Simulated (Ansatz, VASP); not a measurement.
## One calculation of AlN, two programs

```
Al N
1.0
     3.11100    0.00000    0.00000
    -1.55550    2.69421    0.05052
     0.00000    0.09334    4.97800
Al N
2 2
Direct
  0.33333 0.66667 0.00000
  0.66667 0.33333 0.50000
  0.33333 0.66667 0.38500
  0.66667 0.33333 0.88500
```

Change from the starting cell: strain +0.0375 x Voigt [0, 0, 0, 1, 0, 0], atoms carried along.

Alike in both runs: task single point; functional PBE; k mesh 12 × 12 × 6; occupations gaussian, width 0.05 eV; no spin polarisation.

```csv
,VASP,Ansatz
version,VASP 6.6.1,Ansatz 0.2.0
potentials or method,"VASP PAW PBE potentials, release 64 (Al, N), cutoff 520 eV","scalar-relativistic, plane waves, PAW"
valence electrons in the cell,16,16
```

|  | VASP | Ansatz | Ansatz less VASP |
| --- | --- | --- | --- |
| gap on the k mesh at the Fermi level (eV) | 4.12 | 4.11 | -0.010 |
| least direct gap on the mesh (eV) | 4.12 | 4.11 | -0.010 |
| pressure (GPa) | 3.9 | 4.1 | +0.25 |
| traceless stress, the component that is largest in VASP (GPa) | -4.85 | -4.82 | +0.030 |
| rms of the force components (eV/Å) | 0.161 | 0.160 | -0.0009 |

Atom by atom the forces differ by 0.001 eV/Å (rms over components).
